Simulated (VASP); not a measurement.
# Be3S2 (R-3m) in VASP: notebook, part 2 of 2

VASP 6.6.1. The steps go on from the part before.

### 4 Relaxation of cell and atoms, PBE

This run uses another cell than the first one, of 13.15 Å³/atom, 1.058 times its volume.

Contents of INCAR:

```
PREC = Accurate
ENCUT = 600
EDIFF = 1E-6
ISMEAR = 0
SIGMA = 0.1
LREAL = F
LASPH = T
NELM = 60
ALGO = Normal
ISIF = 3
LWAVE = F
LCHARG = F
GGA = PE
IBRION = 2
NSW = 90
EDIFFG = -0.04
```

Contents of KPOINTS:

```
Automatic mesh
0
Gamma
  6 6 6
```

Contents of POSCAR:

```
Be3S2
1.0
    1.5998890915      0.9236963976      7.4162974919
   -1.5998890915      0.9236963976      7.4162974919
    0.0000000000     -1.8473927953      7.4162974919
Be S
3 2
Direct
    0.0000000000      0.0000000000      0.0000000000
    0.2095000000      0.2095000000      0.2095000000
    0.7905000000      0.7905000000      0.7905000000
    0.4000000000      0.4000000000      0.4000000000
    0.6000000000      0.6000000000      0.6000000000
```

Potentials or basis: VASP PAW PBE potentials, release 64 (Be, S).

Started as:

```sh
> cat potpaw_PBE.64/Be/POTCAR potpaw_PBE.64/S/POTCAR > POTCAR
> mpirun -np 1 vasp_std > vasp.out
```

OUTCAR:

```text
PREC = Accurate
   ENCUT = 600
   EDIFF = 1E-6
   ISMEAR = 0
   LREAL = F
   LASPH = T
   NELM = 60
   ISIF = 3
   GGA = PE
   IBRION = 2
   NSW = 90
   EDIFFG = -0.04

 ion  position               nearest neighbor table
   1  0.000  0.000  0.000-   5 2.37   4 2.37   5 2.37   5 2.37   4 2.37   4 2.37
   2  0.209  0.209  0.209-   5 2.24   5 2.24   5 2.24
   3  0.791  0.791  0.791-   4 2.24   4 2.24   4 2.24
   4  0.400  0.400  0.400-   3 2.24   3 2.24   3 2.24   1 2.37   1 2.37   1 2.37
   5  0.600  0.600  0.600-   2 2.24   2 2.24   2 2.24   1 2.37   1 2.37   1 2.37

  LATTYP: Found a trigonal (rhomboedric) cell.
 ALAT       =     7.6429267057
 COS(alpha) =     0.9123624232

  Lattice vectors:

 A1 = (   1.5998890915,   0.9236963976,   7.4162974919)
 A2 = (  -1.5998890915,   0.9236963976,   7.4162974919)
 A3 = (   0.0000000000,  -1.8473927953,   7.4162974919)

Analysis of symmetry for initial positions (statically):
=====================================================================
 Subroutine PRICEL returns:
 Original cell was already a primitive cell.

 Routine SETGRP: Setting up the symmetry group for a
 trigonal (rhombohedral) supercell.

 Subroutine GETGRP returns: Found 12 space group operations
 (whereof 12 operations were pure point group operations)
 out of a pool of 12 trial point group operations.

The static configuration has the point symmetry D_3d.

Analysis of symmetry for dynamics (positions and initial velocities):
=====================================================================
 Subroutine PRICEL returns:
 Original cell was already a primitive cell.

 Routine SETGRP: Setting up the symmetry group for a
 trigonal (rhombohedral) supercell.

 Subroutine GETGRP returns: Found 12 space group operations
 (whereof 12 operations were pure point group operations)
 out of a pool of 12 trial point group operations.

[... 147 lines left out ...]

 number of electron      17.9999999 magnetization

 Free energy of the ion-electron system (eV)
  ---------------------------------------------------
  ext. energy  EPLUGINS =         0.00000000
  ---------------------------------------------------
  free energy    TOTEN  =       -20.12805973 eV

  energy without entropy =      -20.12805589  energy(sigma->0) =      -20.12805781

------------------------ aborting loop because EDIFF is reached ----------------------------------------

  FORCE on cell =-STRESS in cart. coord.  units (eV):
  Direction    XX          YY          ZZ          XY          YZ          ZX
  --------------------------------------------------------------------------------------
  -------------------------------------------------------------------------------------
  Total       -0.4797078     -0.4797078     -4.8911366      0.0000000      0.0000000      0.0000000
  in kB      -11.6877206    -11.6877206   -119.1688796      0.0000000      0.0000000      0.0000000
  external PRESSURE =     -47.5147736 kB  Pullay stress =       0.0000000 kB
[... 143 lines left out ...]
--------------------------------------- Ionic step        5  -------------------------------------------

 number of electron      18.0000000 magnetization

 Free energy of the ion-electron system (eV)
  ---------------------------------------------------
  ext. energy  EPLUGINS =         0.00000000
  ---------------------------------------------------
  free energy    TOTEN  =       -20.28388031 eV

  energy without entropy =      -20.28365177  energy(sigma->0) =      -20.28376604

 E-fermi :   6.6962     XC(G=0): -10.2995

 val. band max:        6.5314045031   @ k =   0.5000   0.5000   0.3333
 cond. band min:       6.8630077843   @ k =  -0.1667   0.5000   0.1667
 fundamental gap:      0.3316032813
 Fermi energy:         6.6961699611

 k-point     1 :       0.0000    0.0000    0.0000
  band No.  band energies     occupation
      1      -9.3806      2.00000
      2      -8.2993      2.00000
      3      -1.5593      2.00000
      4       2.7591      2.00000
      5       4.4358      2.00000
      6       5.2683      2.00000
      7       5.2683      2.00000
      8       5.3095      2.00000
      9       5.3095      2.00000
     10      10.5154      0.00000
     11      10.5154      0.00000
     12      10.7095      0.00000
     13      11.8399      0.00000
[... 354 lines left out ...]
  band No.  band energies     occupation
      1      -7.1654      2.00000
      2      -6.6953      2.00000
      3      -0.8794      2.00000
      4      -0.4585      2.00000
      5       1.3047      2.00000
      6       1.8043      2.00000
      7       2.4485      2.00000
      8       2.7072      2.00000
      9       5.7321      2.00000
     10       7.6379      0.00000
     11       9.0214      0.00000
     12      10.6027      0.00000
     13      11.7747      0.00000

 [... further k-points ...]

------------------------ aborting loop because EDIFF is reached ----------------------------------------

  FORCE on cell =-STRESS in cart. coord.  units (eV):
  Direction    XX          YY          ZZ          XY          YZ          ZX
  --------------------------------------------------------------------------------------
  -------------------------------------------------------------------------------------
  Total        0.0058678      0.0058678      0.0565142      0.0000000     -0.0000000      0.0000000
  in kB        0.1513386      0.1513386      1.4575715      0.0000000     -0.0000000      0.0000000
  external PRESSURE =       0.5867495 kB  Pullay stress =       0.0000000 kB
[... 20 lines left out ...]
  FREE ENERGIE OF THE ION-ELECTRON SYSTEM (eV)
  ---------------------------------------------------
  free  energy   TOTEN  =       -20.2838803066 eV

  energy  without entropy=      -20.2836517708  energy(sigma->0) =      -20.28376604

 reached required accuracy - stopping structural energy minimisation
```

Wall time 7.6 min (1 thread of Intel Xeon Platinum 8488C (Sapphire Rapids), shared host); peak memory 0.6 GiB.

What came out:

```
Free energy                            : -20.2839 eV
Relaxed volume                         : 12.42 Å³/atom
Relaxed cell                           : a = 7.235 Å, b = 7.235 Å, c = 7.235 Å, α = 25.57°, β = 25.57°, γ = 25.57°
Space group after relaxing (to 0.05 Å) : R-3m (No. 166)
Energy gained by relaxing              : 31.2 meV/atom
Ionic steps                            : 5
Pressure after relaxing                : 0.1 GPa
Largest force after relaxing           : 0.014 eV/Å
Band gap on the k mesh                 : 0.33 eV, indirect (least direct gap 0.80 eV)
```

Forces in eV/Å, atoms in the order of the input:
```
Be   0.000  0.000  0.000
Be   0.000  0.000 -0.003
Be   0.000  0.000  0.003
S    0.000  0.000 -0.014
S    0.000  0.000  0.014
```

Step by step:
```
step  energy change (eV)  largest force (eV/Å)  pressure (GPa)  volume (Å³)
   1              0.0000                0.4265           -4.75        65.76
   2             -0.1493                0.0955            0.19        62.08
   3             -0.1516                0.0709            0.94        61.61
   4             -0.1516                0.0665            1.07        61.53
   5             -0.1558                0.0144            0.06        62.12
```

Final structure:
```cif
data_structure
_symmetry_space_group_name_H-M 'P 1'
_symmetry_Int_Tables_number 1
_cell_length_a 7.2352
_cell_length_b 7.2352
_cell_length_c 7.2352
_cell_angle_alpha 25.571
_cell_angle_beta 25.571
_cell_angle_gamma 25.571
_cell_volume 62.12
loop_
_atom_site_label
_atom_site_type_symbol
_atom_site_fract_x
_atom_site_fract_y
_atom_site_fract_z
_atom_site_occupancy
Be1 Be 0.00000 0.00000 0.00000 1
Be2 Be 0.21056 0.21056 0.21056 1
Be3 Be 0.78944 0.78944 0.78944 1
S1 S 0.39925 0.39925 0.39925 1
S2 S 0.60075 0.60075 0.60075 1
```

Levels at points of the mesh, in eV from the valence-band top:
| k point | band 5 | band 6 | band 7 | band 8 | band 9 | band 10 | band 11 | band 12 | band 13 |
| --- | --- | --- | --- | --- | --- | --- | --- | --- | --- |
| (0.00, 0.00, 0.00) | -2.10 | -1.26 | -1.26 | -1.22 | -1.22 | 3.98 | 3.98 | 4.18 | 5.31 |
| (0.50, 0.00, 0.00) | -5.27 | -3.62 | -3.55 | -2.63 | -0.84 | 1.05 | 1.73 | 2.39 | 4.43 |
| (0.50, 0.50, 0.00) | -4.70 | -4.34 | -3.66 | -2.42 | -0.96 | 0.92 | 2.68 | 2.88 | 3.24 |
| (0.50, 0.50, 0.50) | -1.32 | -1.32 | -1.17 | -1.17 | -0.05 | 3.74 | 3.74 | 4.17 | 5.00 |

A k mesh can miss the band edges.

### 5 The runs side by side

```tsv
task	cell	cutoff (eV)	gap on the mesh (eV)	pressure (GPa)	largest force (eV/Å)
single point	a = 7.240 Å, angles 25.6°, 5 atoms	520	0.34	0.0	0.01
single point	a = 7.643 Å, angles 24.2°, 5 atoms	520	0.52	-4.8	0.43
relaxation of cell and atoms	relaxed from a = 7.643 Å, angles 24.2°, 5 atoms	600	0.33	0.1	0.01
```

Alike in all rows: level PBE; potentials or basis VASP PAW PBE potentials, release 64 (Be, S); no spin polarisation; k mesh 6 × 6 × 6; smearing gaussian 0.1 eV.

Absolute energies hang on the potentials; compare differences alone.
